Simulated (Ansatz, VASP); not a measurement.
W in VASP and in Ansatz

```xyz
1
Lattice="-1.5772 1.5772 1.5772 1.5772 -1.5772 1.5772 1.5772 1.5772 -1.5772" Properties=species:S:1:pos:R:3 pbc="T T T"
W     0.0000    0.0000    0.0000
```

Alike in both runs: task single point; functional PBEsol; k mesh 36 × 36 × 36; no spin polarisation.

|  | VASP | Ansatz |
| --- | --- | --- |
| version | VASP 6.6.1 | Ansatz 0.2.0 |
| potentials or method | VASP PAW PBE potentials, release 64 (W_sv) | plane-wave PAW, scalar-relativistic |
| plane-wave cutoff (eV) | 520 | 420 |
| occupations | methfessel-paxton of order 1, width 0.1 eV | cold, width 0.1 eV |
| valence electrons in the cell | 14 | 14 |

Ansatz gave:

- pressure (GPa): 0.0

What did VASP give for the same quantities?

Pressure (GPa): 0.6.

VASP's potentials were made for PBE, not for PBEsol, and Ansatz warns of the same on its side.

Neither program's run includes spin-orbit coupling.
